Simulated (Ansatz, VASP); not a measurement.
# KBeCl3 in VASP and in Ansatz

```
K Be Cl
1.0
    -0.05484   -0.01700    5.07488
     7.07077   -0.00420   -0.07674
    -0.01817    8.98854    0.01960
K Be Cl
2 2 6
Direct
  0.63203 0.08722 0.40503
  0.36988 0.41277 0.90537
  0.21946 0.55502 0.40054
  0.77998 0.94491 0.90045
  0.12308 0.81544 0.38473
  0.87859 0.68503 0.88342
  0.46507 0.47924 0.55157
  0.89922 0.13436 0.75930
  0.09911 0.36642 0.25810
  0.53357 0.01959 0.05149
```

Change from the starting cell: cell x1, atoms moved at random (sigma 0.15 Å) and cell strained at random (1.5 %), then relaxed without symmetry.

Alike in both runs: functional PBE; k mesh 4 × 2 × 2; occupations gaussian, width 0.1 eV; no spin polarisation.

Ansatz relaxed the structure, and its values are those at the end. VASP's run is a single point on that final structure, the one shown.

|  | VASP | Ansatz |
| --- | --- | --- |
| version | VASP 6.6.1 | Ansatz 0.2.0 |
| potentials or method | VASP PAW PBE potentials, release 64 (K_sv, Be, Cl), cutoff 520 eV | scalar-relativistic, plane waves, PAW |
| valence electrons in the cell | 64 | 64 |

```csv
,VASP,Ansatz,Ansatz less VASP
gap on the k mesh at the Fermi level (eV),5.27,5.26,-0.005
least direct gap on the mesh (eV),5.29,5.29,-0.005
pressure (GPa),0.0,0.0,+0.03
rms of the force components (eV/Å),0.006,0.004,-0.0021
```

The k mesh is coarse, so the values compare programs but aren't converged.
